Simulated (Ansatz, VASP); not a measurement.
# HgTe in VASP and in Ansatz

The input INCAR:

```
ALGO     = Normal         # electronic algorithm
EDIFF    = 1E-8           # SCF threshold, eV
ENCUT    = 520            # plane-wave cutoff, eV
ISIF     = 2              # what is computed and relaxed
ISMEAR   = -1             # smearing method
LASPH    = True           # aspherical terms in the spheres
LCHARG   = False          # write CHGCAR
LEFG     = True         
LREAL    = False          # projectors in reciprocal space
LWAVE    = False          # write WAVECAR
NBANDS   = 16             # bands
NELM     = 60             # most SCF steps
PREC     = Accurate       # precision mode
SIGMA    = 0.03           # smearing width, eV
```

File KPOINTS:

```
k-points
0
Gamma
  11 11 11
```

POSCAR

```
HgTe
1.0
    0.0000000000      3.2235000000      3.1590300000
    3.2235000000      0.0000000000      3.1590300000
    3.2235000000      3.2235000000      0.0000000000
Hg Te
1 1
Direct
    0.0000000000      0.0000000000      0.0000000000
    0.7500000000      0.7500000000      0.7500000000
```

Input for Ansatz:

```yaml
crystal:
  lattice:
    - [0.0, 3.2235, 3.15903]
    - [3.2235, 0.0, 3.15903]
    - [3.2235, 3.2235, 0.0]
  atoms:
    - { symbol: Hg, position: [0.0, 0.0, 0.0] }
    - { symbol: Te, position: [0.75, 0.75, 0.75] }
kpoints:
  mp_grid: { grid: [11, 11, 11] }
scf:
  occupations: { method: fermi_dirac, width: 0.03 }
hamiltonian:
  xc: lda
  pseudopotentials: { kind: all_electron, datasets: crystal }
output:
  forces: true
  stress: true
  eigenvalues: true
  efg: { contact_densities: true }
```

Change from the starting cell: zz strain of -2 %, crystal datasets.

Alike in both runs: task electric field gradients; functional LDA; k mesh 11 × 11 × 11; occupations fermi-dirac, width 0.03 eV; no spin polarisation.

|  | VASP | Ansatz |
| --- | --- | --- |
| version | VASP 6.6.1 | Ansatz 0.2.0 |
| potentials or method | VASP PAW LDA potentials, release 64 (Hg, Te), cutoff 520 eV | all-electron PAW with datasets made for the crystal, scalar-relativistic |

VASP gave:

| Quantity | Value |
| --- | --- |
| pressure (GPa) | 1.0 |
| traceless stress, the component that is largest in VASP (GPa) | 0.21 |
| size of Vzz on the site where it differs most (V/Å²) | 13.3 |

Q: Estimate Ansatz's values.

A: Pressure (GPa): 0.7; traceless stress, the component that is largest in VASP (GPa): 0.21; size of Vzz on the site where it differs most (V/Å²): 10.8.

LDA's correlation is that of Perdew and Zunger in VASP and of Perdew and Wang (1992) in Ansatz. Ansatz ran all-electron here, and VASP with PAW potentials.

Neither program's run includes spin-orbit coupling.
